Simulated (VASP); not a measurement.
# Ti (I4/mmm) in VASP: a series of runs

Ti is run at these levels: LDA; tasks: single point.

All numbers are computed with VASP 6.6.1; they aren't measurements. Logs are shortened: lines on timing, memory, paths and dates and some standing lists are left out, and cuts for length are marked.

**1. The cell of the first run**

The structure is tetragonal, space group I4/mmm (No. 139). Conventional cell: a = 2.757 Å, b = 2.757 Å, c = 4.212 Å, α = 90.00°, β = 90.00°, γ = 90.00°. Ti (site symmetry 4/mmm) has 12 Ti at 2.76 to 2.87 Å within 3.6 Å.

**2. Single point, LDA (16.01 Å³/atom)**

File INCAR:

```
SYSTEM = Ti
PREC     = Accurate       ! precision mode
ENCUT    = 520            ! plane-wave cutoff, eV
EDIFF    = 1E-7           ! SCF threshold, eV
ISMEAR   = 0              ! smearing method
SIGMA    = 0.15           ! smearing width, eV
LREAL    = .False.        ! projectors in reciprocal space
LASPH    = .True.         ! aspherical terms in the spheres
NELM     = 100            ! most SCF steps
ALGO     = Fast           ! electronic algorithm
ISIF     = 2              ! what is computed and relaxed
LWAVE    = .False.        ! write WAVECAR
LCHARG   = .False.        ! write CHGCAR
GGA      = CA             ! functional
NBANDS   = 12             ! bands
```

File KPOINTS:

```
Automatic mesh
0
Gamma
  22 22 22
  0 0 0
```

File POSCAR:

```
Ti
1.0
    0.0000000000      1.9496851533      2.1062448711
    1.9496851533      0.0000000000      2.1062448711
    1.9496851533      1.9496851533      0.0000000000
Ti
1
Direct
    0.0000000000      0.0000000000      0.0000000000
```

Potentials or basis: VASP PAW LDA potentials, release 64 (Ti_sv).

Started as:

```console
cat potpaw_LDA.64/Ti_sv/POTCAR > POTCAR
mpirun -np 1 vasp_std > vasp.out
```

OUTCAR:

```text
SYSTEM = Ti
   PREC = Accurate
   ENCUT = 520
   EDIFF = 1E-7
   ISMEAR = 0
   LREAL = .False.
   LASPH = .True.
   NELM = 100
   ISIF = 2
   GGA = CA

 ion  position               nearest neighbor table
   1  0.000  0.000  0.000-

  LATTYP: Found a body centered tetragonal cell.
 ALAT       =     2.7572711862
 C/A-ratio  =     1.5277749114

  Lattice vectors:

 A1 = (  -1.9496851533,   0.0000000000,   2.1062448711)
 A2 = (   1.9496851533,   0.0000000000,   2.1062448711)
 A3 = (   0.0000000000,   1.9496851533,  -2.1062448711)

Analysis of symmetry for initial positions (statically):
=====================================================================
 Subroutine PRICEL returns:
 Original cell was already a primitive cell.

 Routine SETGRP: Setting up the symmetry group for a
 body centered tetragonal supercell.

 Subroutine GETGRP returns: Found 16 space group operations
 (whereof 16 operations were pure point group operations)
 out of a pool of 16 trial point group operations.

The static configuration has the point symmetry D_4h.

Analysis of symmetry for dynamics (positions and initial velocities):
=====================================================================
 Subroutine PRICEL returns:
 Original cell was already a primitive cell.

 Routine SETGRP: Setting up the symmetry group for a
 body centered tetragonal supercell.

 Subroutine GETGRP returns: Found 16 space group operations
 (whereof 16 operations were pure point group operations)
 out of a pool of 16 trial point group operations.

The dynamic configuration has the point symmetry D_4h.

 Subroutine INISYM returns: Found 16 space group operations
 (whereof 16 operations are pure point group operations),
 and found     1 'primitive' translations

----------------------------------------------------------------------------------------

                                     Primitive cell

  volume of cell :      16.0128

  direct lattice vectors                    reciprocal lattice vectors
     0.000000000  1.949685153  2.106244871    -0.256451663  0.256451663  0.237389302
     1.949685153  0.000000000  2.106244871     0.256451663 -0.256451663  0.237389302
     1.949685153  1.949685153  0.000000000     0.256451663  0.256451663 -0.237389302

  length of vectors
     2.870111436  2.870111436  2.757271186     0.433461177  0.433461177  0.433461177

  position of ions in fractional coordinates (direct lattice)
     0.000000000  0.000000000  0.000000000

  ion indices of the primitive-cell ions
   primitive index   ion index
                 1           1

----------------------------------------------------------------------------------------

 KPOINTS: Automatic mesh

Automatic generation of k-mesh.
 Grid dimensions read from file:
 generate k-points for:   22   22   22

 Generating k-lattice:

  Cartesian coordinates                     Fractional coordinates (reciprocal lattice)
    -0.011656894  0.011656894  0.010790423     0.045454545  0.000000000  0.000000000
     0.011656894 -0.011656894  0.010790423     0.000000000  0.045454545  0.000000000
     0.011656894  0.011656894 -0.010790423     0.000000000  0.000000000  0.045454545

  Length of vectors
     0.019702781  0.019702781  0.019702781

  Shift w.r.t. Gamma in fractional coordinates (k-lattice)
     0.000000000  0.000000000  0.000000000

 Subroutine IBZKPT returns following result:
 ===========================================

 Found    834 irreducible k-points:

 Following reciprocal coordinates:
            Coordinates               Weight
  0.000000  0.000000  0.000000      1.000000
  0.045455  0.000000  0.000000      8.000000
  0.090909  0.000000  0.000000      8.000000
  0.136364  0.000000  0.000000      8.000000
  0.181818  0.000000  0.000000      8.000000
  0.227273  0.000000  0.000000      8.000000
[... 16 lines left out ...]
  0.500000  0.045455  0.000000      8.000000
 -0.454545  0.045455  0.000000      8.000000
 [... further k-points ...]
   k-points           NKPTS =    834   k-points in BZ     NKDIM =    834   number of bands    NBANDS=     12
   number of dos      NEDOS =    301   number of ions     NIONS =      1
   total plane-waves  NPLWV =  13824
   dimension x,y,z NGX =    24 NGY =   24 NGZ =   24
   dimension x,y,z NGXF=    48 NGYF=   48 NGZF=   48
   ions per type =               1
   NGX,Y,Z   is equivalent  to a cutoff of  13.90, 13.90, 14.47 a.u.
   NGXF,Y,Z  is equivalent  to a cutoff of  27.80, 27.80, 28.94 a.u.
 SYSTEM =  Ti
   PREC   = accura    normal or accurate (medium, high low for compatibility)
   ISTART =      0    job   : 0-new  1-cont  2-samecut
   ICHARG =      2    charge: 1-file 2-atom 10-const
   ISPIN  =      1    spin polarized calculation?
   LNONCOLLINEAR =      F non collinear calculations
   LSORBIT =      F    spin-orbit coupling
   LASPH  =      T    aspherical Exc in radial PAW
   ENCUT  =  520.0 eV  38.22 Ry    6.18 a.u.   5.34  5.34  5.13*2*pi/ulx,y,z
   NELM   =    100;   NELMIN=  2; NELMDL= -5     # of ELM steps
   EDIFF  = 0.1E-06   stopping-criterion for ELM
   LREAL  =      F    real-space projection
   EDIFFG = 0.1E-05   stopping-criterion for IOM
   NSW    =      0    number of steps for IOM
   IBRION =     -1    ionic relax: 0-MD 1-quasi-New 2-CG
   NFREE  =      0    steps in history (QN), initial steepest desc. (CG)
   ISIF   =      2    stress and relaxation
   ISYM   =      2    0-nonsym 1-usesym 2-fastsym
   POTIM  = 0.5000    time-step for ionic-motion
   TEBEG  =    0.0;   TEEND  =   0.0 temperature during run
   PSTRESS=    0.0 pullay stress
   NELECT =      12.0000    total number of electrons
   NUPDOWN=      -1.0000    fix difference up-down
   EMIN   =  10.00;   EMAX   =-10.00  energy-range for DOS
   EFERMI =   0.00;   METHOD = LEGACY
   ISMEAR =     0;   SIGMA  =   0.15  broadening in eV -4-tet -1-fermi 0-gaus
   EFERMI_NEDOS =   21; number of points for ismear=-14 and -15
   IALGO  =     68    algorithm
   IMIX   =      4    mixing-type and parameters
     AMIX     =   0.40;   BMIX     =  1.00
     AMIX_MAG =   1.60;   BMIX_MAG =  1.00
  volume/ion in A,a.u.               =      16.01       108.06
  Fermi-wavevector in a.u.,A,eV,Ry     =   1.487006  2.810033 30.085012  2.211186
  Thomas-Fermi vector in A             =   2.600221
   LORBIT       =      0    0 simple, 1 ext, 2 COOP (PROOUT), +10 PAW based schemes
   GGA     = CA    functional components
   LHFCALC =     F    Hartree Fock is set to
   AEXX    =    0.0000 exact exchange contribution
   IVDW    =     0    specifies the selected vdW correction
   LEPSILON=     F    determine dielectric tensor
   LRPA    =     F    only Hartree local field effects (RPA)
 non-spin polarized calculation
 RMM-DIIS sequential band-by-band and
 Gauss-broadening in eV      SIGMA  =   0.15
  energy-cutoff  :      520.00
  volume of cell :       16.01
 maximum number of plane-waves:       447
 NGX is ok and might be reduce to    24
   NGX = 11   NGY = 11   NGZ = 11

 number of electron      11.9999998 magnetization

 Free energy of the ion-electron system (eV)
  ---------------------------------------------------
  ext. energy  EPLUGINS =         0.00000000
  ---------------------------------------------------
  free energy    TOTEN  =        -8.50229590 eV

  energy without entropy =       -8.48215151  energy(sigma->0) =       -8.49222371

 E-fermi :   8.8534     XC(G=0): -12.1780

 val. band max:        8.8505515592   @ k =  -0.2727   0.1818   0.4545
 cond. band min:       8.8536262708   @ k =   0.2727   0.0455   0.0000
 fundamental gap:      0.0030747116
 Fermi energy:         8.8534267962

 k-point     1 :       0.0000    0.0000    0.0000
  band No.  band energies     occupation
      1     -47.0221      2.00000
      2     -23.1524      2.00000
      3     -23.1292      2.00000
      4     -23.1292      2.00000
      5       2.6824      2.00000
      6       9.3178      0.00001
      7      10.0259      0.00000
      8      10.0259      0.00000
      9      11.1067      0.00000
     10      11.9431      0.00000
     11      24.7691      0.00000
     12      28.1833      0.00000

 k-point     2 :       0.0455    0.0000    0.0000
  band No.  band energies     occupation
      1     -47.0185      2.00000
      2     -23.1622      2.00000
      3     -23.1418      2.00000
      4     -23.1306      2.00000
      5       2.7554      2.00000
      6       9.3282      0.00001
      7       9.9948      0.00000
      8      10.0533      0.00000
      9      11.0962      0.00000
     10      11.9179      0.00000
     11      24.8402      0.00000
     12      28.0725      0.00000

 k-point     3 :       0.0909    0.0000    0.0000
  band No.  band energies     occupation
      1     -47.0079      2.00000
      2     -23.2118      2.00000
      3     -23.1572      2.00000
      4     -23.1346      2.00000
      5       2.9705      2.00000
      6       9.3384      0.00000
      7       9.9206      0.00000
      8      10.1301      0.00000
      9      11.0778      0.00000
     10      11.8498      0.00000
     11      25.0142      0.00000
     12      27.4598      0.00000
[... 286 lines left out ...]
 k-point    23 :       0.5000    0.0455    0.0000
  band No.  band energies     occupation
      1     -46.8403      2.00000
      2     -24.0314      2.00000
      3     -23.3112      2.00000
      4     -23.2002      2.00000
      5       6.1506      2.00000
      6       9.1817      0.00197
      7       9.7852      0.00000
      8      10.0304      0.00000
      9      12.6563      0.00000
     10      13.0247      0.00000
     11      17.9913      0.00000
     12      23.7584      0.00000

 k-point    24 :      -0.4545    0.0455    0.0000
  band No.  band energies     occupation
      1     -46.8408      2.00000
      2     -24.0303      2.00000
      3     -23.3121      2.00000
      4     -23.1966      2.00000
      5       6.1472      2.00000
      6       9.2222      0.00051
      7       9.7209      0.00000
      8      10.0259      0.00000
      9      12.5912      0.00000
     10      13.0740      0.00000
     11      18.0447      0.00000
     12      23.7613      0.00000

 [... further k-points ...]

------------------------ aborting loop because EDIFF is reached ----------------------------------------

  FORCE on cell =-STRESS in cart. coord.  units (eV):
  Direction    XX          YY          ZZ          XY          YZ          ZX
  --------------------------------------------------------------------------------------
  -------------------------------------------------------------------------------------
  Total        0.0401097      0.0401097     -0.1677891      0.0000000     -0.0000000      0.0000000
  in kB        4.0132109      4.0132109    -16.7882901      0.0000000     -0.0000000      0.0000000
  external PRESSURE =      -2.9206227 kB  Pullay stress =       0.0000000 kB

 VOLUME and BASIS-vectors are now :
 -----------------------------------------------------------------------------
  energy-cutoff  :      520.00
  volume of cell :       16.01
      direct lattice vectors                 reciprocal lattice vectors
     0.000000000  1.949685153  2.106244871    -0.256451663  0.256451663  0.237389302
     1.949685153  0.000000000  2.106244871     0.256451663 -0.256451663  0.237389302
     1.949685153  1.949685153  0.000000000     0.256451663  0.256451663 -0.237389302

 POSITION                                       TOTAL-FORCE (eV/Angst)
 -----------------------------------------------------------------------------------
      0.00000      0.00000      0.00000         0.000000      0.000000     -0.000000
 -----------------------------------------------------------------------------------
    total drift:                               -0.000000      0.000000      0.000000

  FREE ENERGIE OF THE ION-ELECTRON SYSTEM (eV)
  ---------------------------------------------------
  free  energy   TOTEN  =        -8.5022959039 eV

  energy  without entropy=       -8.4821515123  energy(sigma->0) =       -8.49222371
```

Wall time 3.2 min (1 thread of Intel Xeon Platinum 8559C (Emerald Rapids), shared host); peak memory 0.26 GiB.

What came out:

* Free energy: -8.5023 eV
* Pressure: -0.3 GPa
* Band gap on the k mesh: zero (bands 6 and 7 overlap by 1.26 eV)

**3. Single point, LDA (16.65 Å³/atom)**

This run uses another cell than the first one, of 16.65 Å³/atom.

File INCAR:

```
SYSTEM = Ti
PREC = Accurate
ENCUT = 520
EDIFF = 1E-6
ISMEAR = 0
SIGMA = 0.15
LREAL = .FALSE.
LASPH = .TRUE.
NELM = 80
ALGO = Fast
ISIF = 2
LWAVE = .FALSE.
LCHARG = .FALSE.
NBANDS = 12
```

File KPOINTS:

```
Automatic mesh
0
G
  22 22 22
  0 0 0
```

File POSCAR:

```
Ti
1.0
    0.0000000000      1.9753286834      2.1339475767
    1.9753286834      0.0000000000      2.1339475767
    1.9753286834      1.9753286834      0.0000000000
Ti
1
Direct
    0.0000000000      0.0000000000      0.0000000000
```

Potentials or basis: VASP PAW LDA potentials, release 64 (Ti_sv).

Started as:

```console
cat potpaw_LDA.64/Ti_sv/POTCAR > POTCAR
mpirun -np 1 vasp_std > vasp.out
```

Wall time 1.8 min (1 thread of Intel Xeon Platinum 8559C (Emerald Rapids), shared host); peak memory 0.26 GiB.

Results (log left out):

```yaml
Free_energy: -8.4929 eV
Pressure: -4.5 GPa
Band_gap_on_the_k_mesh: zero (bands 6 and 7 overlap by 1.22 eV)
```

Stress tensor (GPa, compression positive):
```
-3.83  0.00  0.00
 0.00 -3.83  0.00
 0.00  0.00 -5.97
```

Levels at points of the mesh, in eV from the Fermi level:
```
           k point  band 2  band 3  band 4  band 5  band 6  band 7  band 8  band 9  band 10  band 11
(0.00, 0.00, 0.00)  -32.12  -32.10  -32.10   -6.09    0.46    1.14    1.14    2.16     2.95    15.70
(0.50, 0.00, 0.00)  -32.90  -32.25  -32.16   -2.66    0.42    0.89    1.10    3.62     3.88     8.67
(0.50, 0.50, 0.00)  -32.83  -32.31  -32.31   -2.73   -1.72    2.22    3.78    4.04     4.04    10.16
(0.50, 0.00, 0.50)  -32.85  -32.48  -32.36   -2.70   -1.84    3.64    3.67    3.79     4.33    11.52
```

Caveat: the cell stands under tension.
